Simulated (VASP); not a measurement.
# SrTiO3 (Cmmm) in VASP: a series of runs

The runs below take SrTiO3 through single point, with PBEsol.

Everything below comes from runs of VASP 6.6.1. Logs are shortened: lines on timing, memory, paths and dates and some standing lists are left out, and cuts for length are marked.

**1. The cell of the first run**

The structure is orthorhombic, space group Cmmm (No. 65). The conventional cell has a = 5.462 Å, b = 5.544 Å, c = 3.891 Å, α = 90.00°, β = 90.00°, γ = 90.00°. Within 3.6 Å of Sr (site symmetry mmm) lie 12 O at 2.73 to 2.77 Å and 8 Ti at 3.35 to 3.39 Å. Within 2.6 Å of Ti (site symmetry mmm) lie 6 O at 1.95 Å. O (site symmetry mmm) has 2 Ti at 1.95 Å within 2.6 Å. O (site symmetry 2/m) has 2 Ti at 1.95 Å within 2.6 Å.

**2. Single point, PBEsol (strain +0.0150 x Voigt [0, 0, 0, 1, 0, 0])**

INCAR reads:

```
  ALGO = Normal
  EDIFF = 1E-7
  ENCUT = 520
  GGA = PS
  ISIF = 2
  ISMEAR = 0
  LASPH = True
  LCHARG = True
  LELF = True
  LREAL = False
  LVHAR = True
  LWAVE = False
  NBANDS = 28
  NELM = 80
  PREC = Accurate
  SIGMA = 0.05
```

KPOINTS reads:

```
k-points
0
Gamma
  8 8 8
```

POSCAR reads:

```
SrTiO3
1.0
    3.8911201355      0.0000000000      0.0000000000
    0.0000000000      3.8911201355      0.0291834010
    0.0000000000      0.0291834010      3.8911201355
Sr Ti O
1 1 3
Direct
    0.0000000000      0.0000000000      0.0000000000
    0.5000000000      0.5000000000      0.5000000000
    0.0000000000      0.5000000000      0.5000000000
    0.5000000000      0.0000000000      0.5000000000
    0.5000000000      0.5000000000      0.0000000000
```

Potentials or basis: VASP PAW PBE potentials, release 64 (Sr_sv, Ti_sv, O).

The run is started by

```console
> cat potpaw_PBE.64/Sr_sv/POTCAR potpaw_PBE.64/Ti_sv/POTCAR potpaw_PBE.64/O/POTCAR > POTCAR
> mpirun -np 1 vasp_std > vasp.out
```

OUTCAR:

```text
EDIFF = 1E-7
   ENCUT = 520
   GGA = PS
   ISIF = 2
   ISMEAR = 0
   LASPH = True
   LREAL = False
   NELM = 80
   PREC = Accurate

 ion  position               nearest neighbor table
   1  0.000  0.000  0.000-   3 2.73   3 2.73   4 2.75   4 2.75   5 2.75   5 2.75   4 2.75   5 2.75
                             4 2.75   5 2.75   3 2.77   3 2.77   2 3.35   2 3.35   2 3.35   2 3.35
   2  0.500  0.500  0.500-   3 1.95   3 1.95   5 1.95   5 1.95   4 1.95   4 1.95   1 3.35   1 3.35
                             1 3.35   1 3.35   1 3.39   1 3.39   1 3.39   1 3.39
   3  0.000  0.500  0.500-   2 1.95   2 1.95   1 2.73   1 2.73   1 2.77   1 2.77
   4  0.500  0.000  0.500-   2 1.95   2 1.95   1 2.75   1 2.75   1 2.75   1 2.75
   5  0.500  0.500  0.000-   2 1.95   2 1.95   1 2.75   1 2.75   1 2.75   1 2.75

  LATTYP: Found a base centered orthorhombic cell.
 ALAT       =     5.4616033070
 B/A-ratio  =     1.0151133501
 C/A-ratio  =     0.7124501574

  Lattice vectors:

 A1 = (   0.0000000000,  -0.0291834010,  -3.8911201355)
 A2 = (   0.0000000000,   3.8911201355,   0.0291834010)
 A3 = (   3.8911201355,   0.0000000000,   0.0000000000)

Analysis of symmetry for initial positions (statically):
=====================================================================
 Subroutine PRICEL returns:
 Original cell was already a primitive cell.

 Routine SETGRP: Setting up the symmetry group for a
 base centered orthorhombic supercell.

 Subroutine GETGRP returns: Found  8 space group operations
 (whereof  8 operations were pure point group operations)
 out of a pool of  8 trial point group operations.

The static configuration has the point symmetry D_2h.

Analysis of symmetry for dynamics (positions and initial velocities):
=====================================================================
 Subroutine PRICEL returns:
 Original cell was already a primitive cell.

 Routine SETGRP: Setting up the symmetry group for a
 base centered orthorhombic supercell.

 Subroutine GETGRP returns: Found  8 space group operations
 (whereof  8 operations were pure point group operations)
 out of a pool of  8 trial point group operations.

The dynamic configuration has the point symmetry D_2h.

 Subroutine INISYM returns: Found  8 space group operations
 (whereof  8 operations are pure point group operations),
 and found     1 'primitive' translations

----------------------------------------------------------------------------------------

                                     Primitive cell

  volume of cell :      58.9114

[... 98 lines left out ...]
   IBRION =     -1    ionic relax: 0-MD 1-quasi-New 2-CG
   NFREE  =      0    steps in history (QN), initial steepest desc. (CG)
   ISIF   =      2    stress and relaxation
   ISYM   =      2    0-nonsym 1-usesym 2-fastsym
   POTIM  = 0.5000    time-step for ionic-motion
   TEBEG  =    0.0;   TEEND  =   0.0 temperature during run
   PSTRESS=    0.0 pullay stress
   NELECT =      40.0000    total number of electrons
   NUPDOWN=      -1.0000    fix difference up-down
   EMIN   =  10.00;   EMAX   =-10.00  energy-range for DOS
   EFERMI =   0.00;   METHOD = LEGACY
   ISMEAR =     0;   SIGMA  =   0.05  broadening in eV -4-tet -1-fermi 0-gaus
   EFERMI_NEDOS =   21; number of points for ismear=-14 and -15
   IALGO  =     38    algorithm
   IMIX   =      4    mixing-type and parameters
     AMIX     =   0.40;   BMIX     =  1.00
     AMIX_MAG =   1.60;   BMIX_MAG =  1.00
  volume/ion in A,a.u.               =      11.78        79.51
  Fermi-wavevector in a.u.,A,eV,Ry     =   1.438892  2.719112 28.169658  2.070411
  Thomas-Fermi vector in A             =   2.557809
   LORBIT       =      0    0 simple, 1 ext, 2 COOP (PROOUT), +10 PAW based schemes
   GGA     = PS    functional components
   LHFCALC =     F    Hartree Fock is set to
   AEXX    =    0.0000 exact exchange contribution
   IVDW    =     0    specifies the selected vdW correction
   LEPSILON=     F    determine dielectric tensor
   LRPA    =     F    only Hartree local field effects (RPA)
 non-spin polarized calculation
 Gauss-broadening in eV      SIGMA  =   0.05
  energy-cutoff  :      520.00
  volume of cell :       58.91
 maximum number of plane-waves:      1612
 NGX is ok and might be reduce to    30
   NGX = 15   NGY = 15   NGZ = 15

 number of electron      40.0000014 magnetization

 Free energy of the ion-electron system (eV)
  ---------------------------------------------------
  ext. energy  EPLUGINS =         0.00000000
  ---------------------------------------------------
  free energy    TOTEN  =       -42.01093695 eV

  energy without entropy =      -42.01093695  energy(sigma->0) =      -42.01093695

 E-fermi :   4.5017     XC(G=0): -11.5970

 val. band max:        4.1244949302   @ k =   0.5000   0.5000   0.5000
 cond. band min:       5.9075901757   @ k =   0.0000   0.0000   0.0000
 fundamental gap:      1.7830952454
 Fermi energy:         4.5017093861

 k-point     1 :       0.0000    0.0000    0.0000
  band No.  band energies     occupation
      1     -52.0424      2.00000
      2     -28.4989      2.00000
      3     -28.4172      2.00000
      4     -28.4119      2.00000
      5     -28.4061      2.00000
      6     -13.2849      2.00000
[... 733 lines left out ...]
     27      12.3774      0.00000
     28      13.4635      0.00000

 [... further k-points ...]

------------------------ aborting loop because EDIFF is reached ----------------------------------------

  FORCE on cell =-STRESS in cart. coord.  units (eV):
  Direction    XX          YY          ZZ          XY          YZ          ZX
  --------------------------------------------------------------------------------------
  -------------------------------------------------------------------------------------
  Total        0.2520716      0.2553109      0.2553109      0.0000000     -0.6328171      0.0000000
  in kB        6.8554355      6.9435320      6.9435320      0.0000000    -17.2103351      0.0000000
  external PRESSURE =       6.9141665 kB  Pullay stress =       0.0000000 kB

 VOLUME and BASIS-vectors are now :
 -----------------------------------------------------------------------------
  energy-cutoff  :      520.00
  volume of cell :       58.91
      direct lattice vectors                 reciprocal lattice vectors
     3.891120136  0.000000000  0.000000000     0.256995406  0.000000000  0.000000000
     0.000000000  3.891120136  0.029183401     0.000000000  0.257009863 -0.001927574
     0.000000000  0.029183401  3.891120136     0.000000000 -0.001927574  0.257009863

 POSITION                                       TOTAL-FORCE (eV/Angst)
 -----------------------------------------------------------------------------------
      0.00000      0.00000      0.00000         0.000000     -0.000000      0.000000
      1.94556      1.96015      1.96015         0.000000      0.000000      0.000000
      0.00000      1.96015      1.96015         0.000000     -0.000000      0.000000
      1.94556      0.01459      1.94556         0.000000     -0.000000      0.000000
      1.94556      1.94556      0.01459         0.000000      0.000000      0.000000
 -----------------------------------------------------------------------------------
    total drift:                                0.000000      0.000000     -0.000000

  FREE ENERGIE OF THE ION-ELECTRON SYSTEM (eV)
  ---------------------------------------------------
  free  energy   TOTEN  =       -42.0109369453 eV

  energy  without entropy=      -42.0109369453  energy(sigma->0) =      -42.01093695
```

It took 2.4 min on 1 thread of Intel Xeon Platinum 8488C (Sapphire Rapids), shared host; peak memory 0.29 GiB.

What came out:

* Free energy: -42.0109 eV
* Pressure: 0.7 GPa
* Band gap on the k mesh: 1.78 eV, indirect (least direct gap 2.10 eV)

Caveat: the cell differs from its parent crystal (strain +0.0150 x Voigt [0, 0, 0, 1, 0, 0]); the PAW data sets were made with another functional, which shifts forces and pressure a little. A k mesh can miss the band edges.

**3. Single point, PBEsol (strain +0.0050 x Voigt [0, 0, 0, 1, 0, 0])**

INCAR reads:

```
  PREC = Accurate
  ENCUT = 520
  EDIFF = 1E-6
  ISMEAR = 0
  SIGMA = 0.05
  LREAL = F
  LASPH = T
  NELM = 60
  ALGO = Normal
  ISIF = 2
  LWAVE = F
  LCHARG = T
  GGA = PS
  LELF = T
  LVHAR = T
  NBANDS = 28
```

KPOINTS reads:

```
regular mesh
0
Gamma
  8 8 8
```

Edit POSCAR of step 2 so:

```diff
@@ -3,4 +3,4 @@
     3.8911201355      0.0000000000      0.0000000000
-    0.0000000000      3.8911201355      0.0291834010
-    0.0000000000      0.0291834010      3.8911201355
+    0.0000000000      3.8911201355      0.0097278003
+    0.0000000000      0.0097278003      3.8911201355
 Sr Ti O
```

Potentials or basis: VASP PAW PBE potentials, release 64 (Sr_sv, Ti_sv, O).

The run is started by

```console
> cat potpaw_PBE.64/Sr_sv/POTCAR potpaw_PBE.64/Ti_sv/POTCAR potpaw_PBE.64/O/POTCAR > POTCAR
> mpirun -np 1 vasp_std > vasp.out
```

OUTCAR:

```text
PREC = Accurate
   ENCUT = 520
   EDIFF = 1E-6
   ISMEAR = 0
   LREAL = F
   LASPH = T
   NELM = 60
   ISIF = 2
   GGA = PS

 ion  position               nearest neighbor table
   1  0.000  0.000  0.000-   3 2.74   3 2.74   4 2.75   4 2.75   5 2.75   5 2.75   4 2.75   5 2.75
                             4 2.75   5 2.75   3 2.76   3 2.76   2 3.36   2 3.36   2 3.36   2 3.36
   2  0.500  0.500  0.500-   3 1.95   3 1.95   5 1.95   5 1.95   4 1.95   4 1.95   1 3.36   1 3.36
                             1 3.36   1 3.36   1 3.38   1 3.38   1 3.38   1 3.38
   3  0.000  0.500  0.500-   2 1.95   2 1.95   1 2.74   1 2.74   1 2.76   1 2.76
[... 953 lines left out ...]
  -------------------------------------------------------------------------------------
  Total        0.2468385      0.2470855      0.2470855      0.0000000     -0.2109680      0.0000000
  in kB        6.7127775      6.7194960      6.7194960      0.0000000     -5.7372786      0.0000000
  external PRESSURE =       6.7172565 kB  Pullay stress =       0.0000000 kB

 VOLUME and BASIS-vectors are now :
 -----------------------------------------------------------------------------
  energy-cutoff  :      520.00
  volume of cell :       58.91
      direct lattice vectors                 reciprocal lattice vectors
     3.891120136  0.000000000  0.000000000     0.256995406  0.000000000  0.000000000
     0.000000000  3.891120136  0.009727800     0.000000000  0.256997012 -0.000642493
     0.000000000  0.009727800  3.891120136     0.000000000 -0.000642493  0.256997012

 POSITION                                       TOTAL-FORCE (eV/Angst)
 -----------------------------------------------------------------------------------
      0.00000      0.00000      0.00000         0.000000      0.000000      0.000000
      1.94556      1.95042      1.95042         0.000000     -0.000000      0.000000
      0.00000      1.95042      1.95042         0.000000      0.000000      0.000000
      1.94556      0.00486      1.94556         0.000000      0.000000      0.000000
      1.94556      1.94556      0.00486         0.000000      0.000000      0.000000
 -----------------------------------------------------------------------------------
    total drift:                                0.000000      0.000000     -0.000000

  FREE ENERGIE OF THE ION-ELECTRON SYSTEM (eV)
  ---------------------------------------------------
  free  energy   TOTEN  =       -42.0151580844 eV

  energy  without entropy=      -42.0151580844  energy(sigma->0) =      -42.01515808
```

Run time: 2.1 min. Hardware: 1 thread of Intel Xeon Platinum 8488C (Sapphire Rapids), shared host; peak memory 0.29 GiB.

What came out:

```yaml
Free_energy: -42.0152 eV
Pressure: 0.7 GPa
Band_gap_on_the_k_mesh: 1.81 eV, indirect (least direct gap 2.15 eV)
```

Stress tensor (GPa, compression positive):
```
 0.67  0.00  0.00
 0.00  0.67 -0.57
 0.00 -0.57  0.67
```

Levels at points of the mesh, in eV from the valence-band top:
```tsv
k point	band 18	band 19	band 20	band 21	band 22	band 23
(0.00, 0.00, 0.00)	-0.37	-0.36	-0.34	1.81	1.82	1.82
(0.50, 0.00, 0.00)	-2.07	-0.77	-0.72	2.00	3.83	3.83
(0.00, 0.50, 0.00)	-2.07	-0.74	-0.74	2.00	3.83	3.83
(0.50, 0.50, 0.00)	-1.61	-1.61	-0.10	3.84	3.84	4.29
(0.00, 0.50, 0.50)	-1.61	-1.60	-0.10	3.83	3.84	4.29
(0.50, 0.50, 0.50)	-0.01	0.00	0.00	4.53	4.53	4.54
```

Caveat: the cell differs from its parent crystal (strain +0.0050 x Voigt [0, 0, 0, 1, 0, 0]); the PAW data sets were made with another functional, which shifts forces and pressure a little.
